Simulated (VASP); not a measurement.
# KCl in VASP: a series of runs, part 2 of 2

VASP 6.6.1. The steps go on from the part before.

**4. Single point, PBE**

Contents of INCAR:

```
SYSTEM = KCl
ALGO = Normal
EDIFF = 1E-7
ENCUT = 520
GGA = PE
ISIF = 2
ISMEAR = -1
LASPH = .TRUE.
LCHARG = .FALSE.
LREAL = .FALSE.
LWAVE = .FALSE.
NBANDS = 42
NELM = 100
PREC = Accurate
SIGMA = 0.05
```

Contents of KPOINTS:

```
k-points
0
G
  3 2 2
  0 0 0
```

Contents of POSCAR:

```
KCl
1.0
    6.1033330000     -0.4708870000     -0.5757990000
   -0.8151650000      7.3492270000      0.4969510000
   -0.6488270000     -0.2005430000      6.7755570000
K Cl
4 4
Direct
    0.5773657977      0.6837790555      0.4477865013
    0.7580112158      0.2302530474      0.6763800552
    0.1345951603      0.0573891697      0.3900306873
    0.1165376641      0.7491303937      0.9150718048
    0.8632868788      0.3632940268      0.1579646355
    0.2444095206      0.1285592335      0.7894303181
    0.6064803108      0.6144100542      0.8283174454
    0.3521627701      0.3815965150      0.2386946492
```

Potentials or basis: VASP PAW PBE potentials, release 64 (K_sv, Cl).

Launch:

```sh
> cat potpaw_PBE.64/K_sv/POTCAR potpaw_PBE.64/Cl/POTCAR > POTCAR
> mpirun -np 1 vasp_std > vasp.out
```

OUTCAR:

```text
SYSTEM = KCl
   EDIFF = 1E-7
   ENCUT = 520
   GGA = PE
   ISIF = 2
   ISMEAR = -1
   LASPH = .TRUE.
   LREAL = .FALSE.
   NELM = 100
   PREC = Accurate

 ion  position               nearest neighbor table
   1  0.577  0.684  0.448-   7 2.60   8 2.71
   2  0.758  0.230  0.676-   6 3.17   3 3.72
   3  0.135  0.057  0.390-   6 2.73   8 2.77   2 3.72
   4  0.117  0.749  0.915-   6 2.90   7 3.06
   5  0.863  0.363  0.158-
   6  0.244  0.129  0.789-   3 2.73   4 2.90   2 3.17
   7  0.606  0.614  0.828-   1 2.60   4 3.06
   8  0.352  0.382  0.239-   1 2.71   3 2.77

  LATTYP: Found a triclinic cell.
 ALAT       =     7.4109777878
 B/A-ratio  =     1.3251656671
 C/A-ratio  =     0.8296465171
 COS(alpha) =     0.0158172095
 COS(beta)  =     0.1914137358
 COS(gamma) =     0.7213424172

  Lattice vectors:

 A1 = (  -0.8151650000,   7.3492270000,   0.4969510000)
 A2 = (  -0.1663380000,   7.5497700000,  -6.2786060000)
 A3 = (  -6.1033330000,   0.4708870000,   0.5757990000)

Analysis of symmetry for initial positions (statically):
=====================================================================
 Subroutine PRICEL returns:
 Original cell was already a primitive cell.

 Routine SETGRP: Setting up the symmetry group for a
 triclinic supercell.

 Subroutine GETGRP returns: Found  1 space group operations
 (whereof  1 operations were pure point group operations)
 out of a pool of  2 trial point group operations.

The static configuration has the point symmetry C_1 .

Analysis of symmetry for dynamics (positions and initial velocities):
=====================================================================
 Subroutine PRICEL returns:
 Original cell was already a primitive cell.

 Routine SETGRP: Setting up the symmetry group for a
 triclinic supercell.

 Subroutine GETGRP returns: Found  1 space group operations
 (whereof  1 operations were pure point group operations)
 out of a pool of  2 trial point group operations.

The dynamic configuration has the point symmetry C_1 .

 Subroutine INISYM returns: Found  1 space group operations
 (whereof  1 operations are pure point group operations),
 and found     1 'primitive' translations

----------------------------------------------------------------------------------------

                                     Primitive cell

  volume of cell :     299.2356

  direct lattice vectors                    reciprocal lattice vectors
     6.103333000 -0.470887000 -0.575799000     0.166740717  0.017380154  0.016481501
    -0.815165000  7.349227000  0.496951000     0.011048129  0.136948545  0.005111373
    -0.648827000 -0.200543000  6.775557000     0.013359604 -0.008567449  0.148615078

  length of vectors
     6.148491910  7.410977788  6.809505608     0.168452297  0.137488514  0.149460100

  position of ions in fractional coordinates (direct lattice)
     0.577365798  0.683779055  0.447786501
     0.758011216  0.230253047  0.676380055
     0.134595160  0.057389170  0.390030687
     0.116537664  0.749130394  0.915071805
     0.863286879  0.363294027  0.157964636
     0.244409521  0.128559233  0.789430318
     0.606480311  0.614410054  0.828317445
     0.352162770  0.381596515  0.238694649
[... 40 lines left out ...]
  0.000000  0.000000  0.000000      1.000000
  0.333333 -0.000000  0.000000      2.000000
  0.000000  0.500000  0.000000      1.000000
  0.333333  0.500000  0.000000      2.000000
 -0.000000  0.000000  0.500000      1.000000
  0.333333  0.000000  0.500000      2.000000
 -0.000000  0.500000  0.500000      1.000000
  0.333333  0.500000  0.500000      2.000000
   k-points           NKPTS =      8   k-points in BZ     NKDIM =      8   number of bands    NBANDS=     42
   number of dos      NEDOS =    301   number of ions     NIONS =      8
   total plane-waves  NPLWV = 145152
   dimension x,y,z NGX =    48 NGY =   56 NGZ =   54
   dimension x,y,z NGXF=    96 NGYF=  112 NGZF=  108
   ions per type =               4   4
   NGX,Y,Z   is equivalent  to a cutoff of  12.98, 12.56, 13.18 a.u.
   NGXF,Y,Z  is equivalent  to a cutoff of  25.96, 25.12, 26.37 a.u.
 SYSTEM =  KCl
   PREC   = accura    normal or accurate (medium, high low for compatibility)
   ISTART =      0    job   : 0-new  1-cont  2-samecut
   ICHARG =      2    charge: 1-file 2-atom 10-const
   ISPIN  =      1    spin polarized calculation?
   LNONCOLLINEAR =      F non collinear calculations
   LSORBIT =      F    spin-orbit coupling
   LASPH  =      T    aspherical Exc in radial PAW
   ENCUT  =  520.0 eV  38.22 Ry    6.18 a.u.  11.43 13.78 12.66*2*pi/ulx,y,z
   NELM   =    100;   NELMIN=  2; NELMDL= -5     # of ELM steps
   EDIFF  = 0.1E-06   stopping-criterion for ELM
   LREAL  =      F    real-space projection
   EDIFFG = 0.1E-05   stopping-criterion for IOM
   NSW    =      0    number of steps for IOM
   IBRION =     -1    ionic relax: 0-MD 1-quasi-New 2-CG
   NFREE  =      0    steps in history (QN), initial steepest desc. (CG)
   ISIF   =      2    stress and relaxation
   ISYM   =      2    0-nonsym 1-usesym 2-fastsym
   POTIM  = 0.5000    time-step for ionic-motion
   TEBEG  =    0.0;   TEEND  =   0.0 temperature during run
   PSTRESS=    0.0 pullay stress
   NELECT =      64.0000    total number of electrons
   NUPDOWN=      -1.0000    fix difference up-down
   EMIN   =  10.00;   EMAX   =-10.00  energy-range for DOS
   EFERMI =   0.00;   METHOD = LEGACY
   ISMEAR =    -1;   SIGMA  =   0.05  broadening in eV -4-tet -1-fermi 0-gaus
   EFERMI_NEDOS =   21; number of points for ismear=-14 and -15
   IALGO  =     38    algorithm
   IMIX   =      4    mixing-type and parameters
     AMIX     =   0.40;   BMIX     =  1.00
     AMIX_MAG =   1.60;   BMIX_MAG =  1.00
  volume/ion in A,a.u.               =      37.40       252.42
  Fermi-wavevector in a.u.,A,eV,Ry     =   0.979032  1.850103 13.041243  0.958504
  Thomas-Fermi vector in A             =   2.109854
   LORBIT       =      0    0 simple, 1 ext, 2 COOP (PROOUT), +10 PAW based schemes
   GGA     = PE    functional components
   LHFCALC =     F    Hartree Fock is set to
   AEXX    =    0.0000 exact exchange contribution
   IVDW    =     0    specifies the selected vdW correction
   LEPSILON=     F    determine dielectric tensor
   LRPA    =     F    only Hartree local field effects (RPA)
 non-spin polarized calculation
  energy-cutoff  :      520.00
  volume of cell :      299.24
 maximum number of plane-waves:      8079
 NGX is ok and might be reduce to    48
   NGX = 23   NGY = 27   NGZ = 25

 number of electron      63.9999998 magnetization

 Free energy of the ion-electron system (eV)
  ---------------------------------------------------
  ext. energy  EPLUGINS =         0.00000000
  ---------------------------------------------------
  free energy    TOTEN  =       -21.88972400 eV

  energy without entropy =      -21.87586214  energy(sigma->0) =      -21.88279307

 E-fermi :   0.9071     XC(G=0):  -6.7315

 val. band max:        0.7846269818   @ k =  -0.0000   0.5000   0.5000
 cond. band min:       0.9503898046   @ k =   0.0000   0.0000   0.0000
 fundamental gap:      0.1657628228
 Fermi energy:         0.9071249402

 k-point     1 :       0.0000    0.0000    0.0000
  band No.  band energies     occupation
      1     -30.5050      2.00000
      2     -30.4964      2.00000
      3     -30.4789      2.00000
      4     -30.3112      2.00000
      5     -14.7918      2.00000
      6     -14.6469      2.00000
[... 349 lines left out ...]
     41       5.7255      0.00000
     42       5.7944      0.00000

------------------------ aborting loop because EDIFF is reached ----------------------------------------

  FORCE on cell =-STRESS in cart. coord.  units (eV):
  Direction    XX          YY          ZZ          XY          YZ          ZX
  --------------------------------------------------------------------------------------
  -------------------------------------------------------------------------------------
  Total        6.2558977     -0.0286010      4.9543287      0.6906076      0.1494138      1.2646814
  in kB       33.4955331     -0.1531366     26.5266295      3.6976741      0.7999962      6.7713985
  external PRESSURE =      19.9563420 kB  Pullay stress =       0.0000000 kB

 VOLUME and BASIS-vectors are now :
 -----------------------------------------------------------------------------
  energy-cutoff  :      520.00
  volume of cell :      299.24
      direct lattice vectors                 reciprocal lattice vectors
     6.103333000 -0.470887000 -0.575799000     0.166740717  0.017380154  0.016481501
    -0.815165000  7.349227000  0.496951000     0.011048129  0.136948545  0.005111373
    -0.648827000 -0.200543000  6.775557000     0.013359604 -0.008567449  0.148615078

 POSITION                                       TOTAL-FORCE (eV/Angst)
 -----------------------------------------------------------------------------------
      2.67593      4.66357      3.04136         0.126734      0.259206     -1.320271
      3.99985      1.19960      4.26081        -0.206628      0.448254      0.499848
      0.52164      0.28017      2.59370        -0.267346      0.388954     -1.000453
     -0.49312      5.26714      6.50530         0.160847     -0.843768      0.269746
      4.87029      2.23174      0.75376        -0.500419     -0.463065      0.314492
      0.87471      0.67141      5.27199        -0.087658     -0.259430      0.198082
      2.66327      4.06374      5.56843        -0.060437      0.534022      0.689365
      1.68343      2.59074      1.60415         0.834906     -0.064173      0.349190
 -----------------------------------------------------------------------------------
    total drift:                               -0.000143     -0.000008      0.000091

  FREE ENERGIE OF THE ION-ELECTRON SYSTEM (eV)
  ---------------------------------------------------
  free  energy   TOTEN  =       -21.8897240035 eV

  energy  without entropy=      -21.8758621423  energy(sigma->0) =      -21.88279307
```

It took 2.4 min on 1 thread of AMD EPYC 7R13 (Zen 3), shared host; peak memory 0.35 GiB.

Results:

| Item | Value |
| --- | --- |
| Free energy | -21.8897 eV |
| Pressure | 2.0 GPa |
| Largest force | 1.351 eV/Å |
| Band gap on the k mesh | 0.17 eV |

Forces on the atoms (eV/Å):
```
K    0.127  0.259 -1.320
K   -0.207  0.448  0.500
K   -0.267  0.389 -1.000
K    0.161 -0.844  0.270
Cl  -0.500 -0.463  0.314
Cl  -0.088 -0.259  0.198
Cl  -0.060  0.534  0.689
Cl   0.835 -0.064  0.349
```

Levels at points of the mesh, in eV from the valence-band top:
```csv
k point,band 29,band 30,band 31,band 32,band 33,band 34,band 35,band 36
"(0.00, 0.00, 0.00)",-2.17,-1.77,-1.70,0.00,0.17,2.57,2.90,3.29
"(0.00, 0.50, 0.00)",-2.15,-1.77,-1.72,0.00,0.74,1.92,2.97,3.36
"(0.00, 0.00, 0.50)",-2.27,-1.82,-1.72,-0.01,0.82,1.86,2.64,3.19
"(0.00, 0.50, 0.50)",-2.17,-1.80,-1.73,0.00,0.95,2.19,2.40,3.21
```

Caveat: the k points lie up to 0.47 Å⁻¹ apart; semilocal functionals underestimate gaps, and a narrow one can read as zero.

**5. Molecular dynamics, PBE**

Contents of INCAR:

```
SYSTEM = KCl
PREC     = Accurate       ! precision mode
ENCUT    = 520            ! plane-wave cutoff, eV
EDIFF    = 1E-5           ! SCF threshold, eV
ISMEAR   = -1             ! smearing method
SIGMA    = 0.05           ! smearing width, eV
LREAL    = .False.        ! projectors in reciprocal space
LASPH    = .True.         ! aspherical terms in the spheres
NELM     = 80             ! most SCF steps
ALGO     = Normal         ! electronic algorithm
ISIF     = 2              ! what is computed and relaxed
LWAVE    = .False.        ! write WAVECAR
LCHARG   = .False.        ! write CHGCAR
GGA      = PE             ! functional
IBRION   = 0              ! ionic algorithm
NSW      = 20             ! ionic steps
POTIM    = 2.0            ! step
TEBEG    = 300.0        
TEEND    = 300.0        
ISYM     = 0            
NELMIN   = 4            
RANDOM_SEED= 943592 0 0   
MDALGO   = 2            
SMASS    = 0
```

Contents of KPOINTS:

```
regular mesh
0
Gamma
  3 2 2
  0 0 0
```

Contents of POSCAR:

```
KCl
1.0
    6.1033330000     -0.4708870000     -0.5757990000
   -0.8151650000      7.3492270000      0.4969510000
   -0.6488270000     -0.2005430000      6.7755570000
K Cl
4 4
Direct
    0.5846610000      0.7019940000      0.4609710000
    0.7539440000      0.2359460000      0.6722790000
    0.1428510000      0.0245210000      0.3866780000
    0.1047010000      0.7476330000      0.9005290000
    0.8864850000      0.3714490000      0.1360140000
    0.2781390000      0.1944440000      0.8329240000
    0.5884490000      0.5412270000      0.9125110000
    0.3136560000      0.3922740000      0.1426770000
```

Potentials or basis: VASP PAW PBE potentials, release 64 (K_sv, Cl).

Launch:

```sh
> cat potpaw_PBE.64/K_sv/POTCAR potpaw_PBE.64/Cl/POTCAR > POTCAR
> mpirun -np 1 vasp_std > vasp.out
```

OUTCAR:

```text
SYSTEM = KCl
   PREC = Accurate
   ENCUT = 520
   EDIFF = 1E-5
   ISMEAR = -1
   LREAL = .False.
   LASPH = .True.
   NELM = 80
   ISIF = 2
   GGA = PE
   IBRION = 0
   NSW = 20
   POTIM = 2.0
   TEBEG = 300.0
   ISYM = 0
   NELMIN = 4

 ion  position               nearest neighbor table
   1  0.585  0.702  0.461-   8 3.23
   2  0.754  0.236  0.672-
   3  0.143  0.025  0.387-   8 3.23
   4  0.105  0.748  0.901-
   5  0.886  0.371  0.136-   8 2.59   7 2.63
   6  0.278  0.194  0.833-   8 2.58
   7  0.588  0.541  0.913-   8 2.58   5 2.63
   8  0.314  0.392  0.143-   7 2.58   6 2.58   5 2.59   3 3.23   1 3.23

IMPORTANT INFORMATION: All symmetrisations will be switched off!
NOSYMM: (Re-)initialisation of all symmetry stuff for point group C_1.

----------------------------------------------------------------------------------------

                                     Primitive cell

  volume of cell :     299.2356

  direct lattice vectors                    reciprocal lattice vectors
[... 138 lines left out ...]
  -------------------------------------------------------------------------------------
  Total       10.0947805      2.3284060      3.6942256     -0.1158249      1.3396035     -0.0399541
  in kB       54.0498049     12.4668279     19.7797438     -0.6201533      7.1725489     -0.2139234
  external PRESSURE =      28.7654589 kB  Pullay stress =       0.0000000 kB
[... 133 lines left out ...]
  ENERGY OF THE ELECTRON-ION-THERMOSTAT SYSTEM (eV)
  ---------------------------------------------------
% ion-electron   TOTEN  =       -17.966797  see above
  kinetic energy EKIN   =         0.476004
  kin. lattice  EKIN_LAT=         0.000000  (temperature  526.07 K)
  nose potential ES     =         0.002991
  nose kinetic   EPS    =         0.001366
  ---------------------------------------------------
  total energy   ETOTAL =       -17.486436 eV

[... ionic steps 4 to 17 ...]

--------------------------------------- Ionic step       18  -------------------------------------------

 number of electron      64.0000003 magnetization

------------------------ aborting loop because EDIFF is reached ----------------------------------------
[... 99 lines left out ...]
--------------------------------------- Ionic step       20  -------------------------------------------

 number of electron      63.9999999 magnetization

 Free energy of the ion-electron system (eV)
  ---------------------------------------------------
  ext. energy  EPLUGINS =         0.00000000
  ---------------------------------------------------
  free energy    TOTEN  =       -20.71445759 eV

  energy without entropy =      -20.68693714  energy(sigma->0) =      -20.70069736

 E-fermi :   1.1851     XC(G=0):  -6.8218

 val. band max:        1.1463267064   @ k =  -0.0000   0.5000   0.5000
 cond. band min:       1.3067358049   @ k =   0.0000   0.5000   0.0000
 fundamental gap:      0.1604090985
 Fermi energy:         1.1850916813

 k-point     1 :       0.0000    0.0000    0.0000
  band No.  band energies     occupation
      1     -30.8902      2.00000
      2     -30.8352      2.00000
      3     -30.5951      2.00000
      4     -30.2658      2.00000
      5     -14.5322      2.00000
      6     -14.5145      2.00000
[... 358 lines left out ...]
  ENERGY OF THE ELECTRON-ION-THERMOSTAT SYSTEM (eV)
  ---------------------------------------------------
% ion-electron   TOTEN  =       -20.714458  see above
  kinetic energy EKIN   =         0.176700
  kin. lattice  EKIN_LAT=         0.000000  (temperature  195.29 K)
  nose potential ES     =         1.682865
  nose kinetic   EPS    =         1.369858
  ---------------------------------------------------
  total energy   ETOTAL =       -17.485036 eV
```

OSZICAR:

```text
N       E                     dE             d eps       ncg     rms          rms(c)
DAV:   1     0.523705386547E+03    0.52371E+03   -0.28390E+04   608   0.144E+03
[... 129 lines left out ...]
     19 T=   213. E= -.17484734E+02 F= -.20637516E+02 E0= -.20623061E+02  EK= 0.19236E+00 SP= 0.15E+01 SK= 0.14E+01
       N       E                     dE             d eps       ncg     rms          rms(c)
DAV:   1    -0.207144564127E+02   -0.76940E-01   -0.94220E-05   322   0.130E+00    0.476E-03
DAV:   2    -0.207144575204E+02   -0.11077E-05   -0.13114E-05   424   0.181E-02    0.310E-03
DAV:   3    -0.207144575789E+02   -0.58536E-07   -0.11848E-06   322   0.667E-03    0.172E-03
DAV:   4    -0.207144575854E+02   -0.64592E-08   -0.22747E-07   304   0.270E-03
     20 T=   195. E= -.17485036E+02 F= -.20714458E+02 E0= -.20700697E+02  EK= 0.17670E+00 SP= 0.17E+01 SK= 0.14E+01
```

It took 11 min on 1 thread of AMD EPYC 7R13 (Zen 3), shared host; peak memory 0.48 GiB.

The path:
```csv
step,potential energy change (eV),largest force (eV/Å),pressure (GPa),volume (Å³),temperature (K)
1,0.0000,3.9767,2.88,299.24,317
2,-0.0812,3.9523,2.79,299.24,389
3,-0.2098,3.9057,2.69,299.24,526
4,-0.3806,3.8364,2.53,299.24,696
5,-0.5859,3.7479,2.39,299.24,872
6,-0.8153,3.6347,2.21,299.24,1019
7,-1.0568,3.5085,2.04,299.24,1104
8,-1.2979,3.3701,1.88,299.24,1109
9,-1.5284,3.2312,1.73,299.24,1039
10,-1.7413,3.0939,1.61,299.24,920
11,-1.9332,2.9647,1.51,299.24,781
12,-2.1038,2.8460,1.42,299.24,648
13,-2.2545,2.7394,1.34,299.24,532
14,-2.3878,2.6431,1.28,299.24,438
15,-2.5064,2.5568,1.23,299.24,364
16,-2.6130,2.4783,1.19,299.24,309
17,-2.7096,2.4065,1.15,299.24,267
18,-2.7983,2.3405,1.12,299.24,236
19,-2.8805,2.2791,1.09,299.24,213
20,-2.9574,2.2219,1.06,299.24,195
```

Caveat: the k points lie up to 0.47 Å⁻¹ apart.

**6. Summary**

```tsv
task	cell	gap on the mesh (eV)	pressure (GPa)	largest force (eV/Å)
single point	as given, atomic positions A	none	1.9	3.14
single point	as given, atomic positions B	none	1.3	1.79
single point	as given, atomic positions C	0.17	2.0	1.35
molecular dynamics	as given, atomic positions D	-	-	-
```

Alike in all rows: level PBE; potentials or basis VASP PAW PBE potentials, release 64 (K_sv, Cl); no spin polarisation; k mesh 3 × 2 × 2; cutoff (eV) 520; smearing fermi-dirac 0.05 eV.

Caveats: all runs use coarse meshes; semilocal functionals underestimate gaps, and a narrow one can read as zero (at least some runs).

Total energies depend on the potentials used, so only differences within one code and one set of settings carry meaning.

The gap in the log of VASP goes by the Fermi energy; the results here count the filled bands.